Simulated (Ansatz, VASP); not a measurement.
# Two plane-wave programs on C

```
C
1.0
     2.46125    0.00000    0.00000
    -1.23062    2.13150    0.00000
     0.00000    0.00000    4.16256
C
4
Direct
  0.33333 0.66667 0.00006
  0.66667 0.33333 0.50006
  0.33333 0.66667 0.37394
  0.66667 0.33333 0.87394
```

Change from the starting cell: strained cell.

Alike in both runs: functional PBEsol; k mesh 9 × 9 × 6; occupations gaussian, width 0.02 eV; no spin polarisation.

Ansatz relaxed the structure, and its values are those at the end. VASP's run is a single point on that final structure, the one shown.

|  | VASP | Ansatz |
| --- | --- | --- |
| version | VASP 6.6.1 | Ansatz 0.2.0 |
| potentials or method | VASP PAW PBE potentials, release 64 (C_h), cutoff 1300 eV | scalar-relativistic, plane waves, PAW |
| valence electrons in the cell | 16 | 16 |

|  | VASP | Ansatz | Ansatz less VASP |
| --- | --- | --- | --- |
| gap on the k mesh at the Fermi level (eV) | 2.88 | 2.89 | +0.015 |
| least direct gap on the mesh (eV) | 4.96 | 4.96 | -0.002 |
| pressure (GPa) | 14.4 | 14.2 | -0.24 |

VASP's potentials were made for PBE, not for PBEsol, and Ansatz warns of the same on its side. Ansatz's warnings: stress scf threshold loose.
